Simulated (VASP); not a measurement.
A run of VASP 6.6.1 is set up as follows.

The input INCAR:

```
ALGO = Fast
EDIFF = 1E-7
ENCUT = 520
GGA = PE
ISIF = 2
ISMEAR = 0
LASPH = T
LCHARG = F
LREAL = F
LWAVE = F
NBANDS = 28
NELM = 60
PREC = Accurate
SIGMA = 0.1
```

Contents of KPOINTS:

```
k-points
0
Gamma
  4 4 4
```

The input POSCAR:

```
Ba
1.0
   -4.1311947479      4.1311947479      3.8367706453
    4.1311947479     -4.1311947479      3.8367706453
    4.1311947479      4.1311947479     -3.8367706453
Ba
4
Direct
    0.8181421100      0.6818578900      0.5000000000
    0.1818578900      0.3181421100      0.5000000000
    0.3181421100      0.8181421100      0.1362842200
    0.6818578900      0.1818578900      0.8637157800
```

Potentials or basis: VASP PAW PBE potentials, release 64 (Ba_sv).

Launch:

```console
$ cat potpaw_PBE.64/Ba_sv/POTCAR > POTCAR
$ mpirun -np 1 vasp_std > vasp.out
```

What does it give for the pressure?

-0.1 GPa.

Estimate the largest force.

0.103 eV/Å.

Forces on the atoms (eV/Å):
```
Ba  -0.073  0.073  0.000
Ba   0.073 -0.073  0.000
Ba   0.073  0.073  0.000
Ba  -0.073 -0.073  0.000
```
